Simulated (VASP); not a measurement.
A run of VASP 6.6.1:

Contents of POSCAR:

```
SrTiO3
1.0
   -3.9259165700     -3.9259165700      0.0000000000
   -3.9259165700      3.9259165700      0.0000000000
    0.0000000000      0.0000000000     -3.9259165700
Sr Ti O
2 2 6
Direct
    0.0000000000      0.0000000000      0.0000000000
    0.5000000000      0.5000000000      0.0000000000
    0.0000000000      0.5000000000      0.5000000000
    0.5000000000      0.0000000000      0.5000000000
    0.7500000000      0.2500000000      0.5000000000
    0.2500000000      0.7500000000      0.5000000000
    0.7500000000      0.7500000000      0.5000000000
    0.2500000000      0.2500000000      0.5000000000
    0.0000000000      0.5000000000      0.0000000000
    0.5000000000      0.0000000000      0.0000000000
```

File INCAR.step1:

```
SYSTEM = SrTiO3
ALGO = Normal ; EDIFF = 1E-5
ENCUT = 660 ; GGA = PE
GGA_COMPAT = .False. ; ISMEAR = -1
ISPIN = 2 ; LASPH = .True.
LCHARG = .False. ; LMAXMIX = 4
LREAL = .False. ; LWAVE = .True.
MAGMOM = 0 0 0 0 0 0 0 0 0 0 ; NBANDS = 55
NELM = 200 ; PREC = Accurate
SIGMA = 0.1
```

Contents of INCAR.step2:

```
SYSTEM = SrTiO3
ALGO = Normal ; EDIFF = 1E-6
ENCUT = 660 ; GGA_COMPAT = .False.
ISIF = 2 ; ISMEAR = -1
ISPIN = 2 ; ISTART = 1
LASPH = .True. ; LCHARG = .True.
LELF = .True. ; LMAXMIX = 4
LMIXTAU = .True. ; LORBIT = 11
LREAL = .False. ; LVHAR = .True.
LWAVE = .False. ; MAGMOM = 0 0 0 0 0 0 0 0 0 0
METAGGA = R2SCAN ; NBANDS = 55
NELM = 200 ; PREC = Accurate
SIGMA = 0.1
```

KPOINTS

```
k-points
0
Gamma
  3 3 5
  0 0 0
```

Potentials or basis: VASP PAW PBE potentials, release 64 (Sr_sv, Ti_sv, O).

Run with:

```bash
$ cat potpaw_PBE.64/Sr_sv/POTCAR potpaw_PBE.64/Ti_sv/POTCAR potpaw_PBE.64/O/POTCAR > POTCAR
$ cp INCAR.step1 INCAR
$ mpirun -np 1 vasp_std > vasp.out
$ cp INCAR.step2 INCAR
$ mpirun -np 1 vasp_std > vasp.out
```

Hardware: 1 thread of Oxide Virtual Turin-like Processor (shared host).

**Question.** How long does it take, and how much memory?

**Answer.** Wall time 16 min on 1 thread of Oxide Virtual Turin-like Processor, on a shared host, peak memory 0.42 GiB. Counts: k points 9.
